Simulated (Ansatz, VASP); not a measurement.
## TeH2NF5: VASP beside Ansatz

```
Te H N F
1.0
     5.16300    0.00000    0.00000
     0.00000    9.08300    0.00000
    -1.99015    0.00000    4.87113
Te H N F
2 4 2 10
Direct
  0.47667 0.84899 0.73363
  0.52333 0.34899 0.26637
  0.03616 0.71002 0.50089
  0.96384 0.21002 0.49911
  0.20658 0.72879 0.29065
  0.79342 0.22879 0.70935
  0.22908 0.70101 0.48744
  0.77092 0.20101 0.51256
  0.71583 0.70423 0.95950
  0.28417 0.20423 0.04050
  0.70350 0.85310 0.52374
  0.29650 0.35310 0.47626
  0.72328 0.98439 0.97432
  0.27672 0.48439 0.02568
  0.27219 0.84704 0.96631
  0.72781 0.34704 0.03369
  0.27559 0.01705 0.54720
  0.72441 0.51705 0.45280
```

Alike in both runs: functional PBE; k mesh 4 × 3 × 4; occupations fermi-dirac, width 0.02 eV; no spin polarisation.

Ansatz relaxed the structure, and its values are those at the end. VASP's run is a single point on that final structure, the one shown.

```csv
,VASP,Ansatz
version,VASP 6.6.1,Ansatz 0.2.0
potentials or method,"VASP PAW PBE potentials, release 64 (Te, H, N, F)","plane-wave PAW, scalar-relativistic"
plane-wave cutoff (eV),520,420
valence electrons in the cell,96,116
```

VASP gave:

```
gap on the k mesh at the Fermi level (eV) : 2.59
pressure (GPa)                            : 1.4
rms of the force components (eV/Å)        : 0.025
```

Task: Estimate Ansatz's values.

Result: gap on the k mesh at the Fermi level (eV): 2.66; pressure (GPa): 1.6; rms of the force components (eV/Å): 0.002.

VASP's potentials hold 96 valence electrons a cell and Ansatz's 116, so a difference there can come from the potentials and not from the codes. Ansatz's warnings: stress scf threshold loose.

Neither program's run includes spin-orbit coupling.
